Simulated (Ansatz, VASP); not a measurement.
## Two plane-wave programs on ScAl3

INCAR

```
SYSTEM = ScAl3
  PREC = Accurate
  ENCUT = 520
  EDIFF = 1E-6
  ISMEAR = -1
  SIGMA = 0.05
  LREAL = .FALSE.
  LASPH = .TRUE.
  NELM = 80
  ALGO = Normal
  ISIF = 2
  LWAVE = .FALSE.
  LCHARG = .FALSE.
  GGA = PE
  NBANDS = 18
```

KPOINTS

```
regular mesh
0
G
  6 6 6
  0 0 0
```

The input POSCAR:

```
ScAl3
1.0
    4.0878065700      0.0000000000      0.0000000000
    0.0000000000      4.0878065700      0.0000000000
    0.0000000000      0.0000000000      4.0878065700
Sc Al
1 3
Direct
    0.0000000000      0.0000000000      0.0000000000
    0.5000000000      0.5000000000      0.0000000000
    0.0000000000      0.5000000000      0.5000000000
    0.5000000000      0.0000000000      0.5000000000
```

Contents of input.yaml:

```yaml
crystal:
  lattice:
    - [4.08780657, 0.0, 0.0]
    - [0.0, 4.08780657, 0.0]
    - [0.0, 0.0, 4.08780657]
  atoms:
    - { symbol: Sc, position: [0.0, 0.0, 0.0] }
    - { symbol: Al, position: [0.5, 0.5, 0.0] }
    - { symbol: Al, position: [0.0, 0.5, 0.5] }
    - { symbol: Al, position: [0.5, 0.0, 0.5] }
hamiltonian:
  xc: pbe
  pseudopotentials: { kind: paw }
kpoints:
  mp_grid: { grid: [6, 6, 6] }
  band_path:
    path:
      - [[0.0, 0.0, 0.0], [0.0, 0.5, 0.0], [0.5, 0.5, 0.0], [0.0, 0.0, 0.0], [0.5, 0.5, 0.5], [0.0, 0.5, 0.0]]
      - [[0.5, 0.5, 0.0], [0.5, 0.5, 0.5]]
    npoints: 14
scf:
  occupations: { method: fermi_dirac, width: 0.05 }
  n_extra_bands: 10
output:
  forces: true
  stress: true
  eigenvalues: true
  fatbands: false
  write_density: true
  write_potential: true
  elf: true
  volumetric_format: npy
```

Alike in both runs: functional PBE; k mesh 6 × 6 × 6; occupations fermi-dirac, width 0.05 eV; no spin polarisation.

|  | VASP | Ansatz |
| --- | --- | --- |
| version | VASP 6.6.1 | Ansatz 0.2.0 |
| potentials or method | VASP PAW PBE potentials, release 64 (Sc_sv, Al) | Ansatz PAW |
| plane-wave cutoff (eV) | 520 | 420 |
| valence electrons in the cell | 20 | 20 |
| task | single point | band structure |

```csv
,VASP,Ansatz,Ansatz less VASP
gap on the k mesh at the Fermi level (eV),none,none,-
pressure (GPa),1.1,1.1,-0.02
```

A gap of «none» marks a metal or a gap that the smearing closes. With one functional, cell and mesh, what is left measures potentials, basis and numerics.
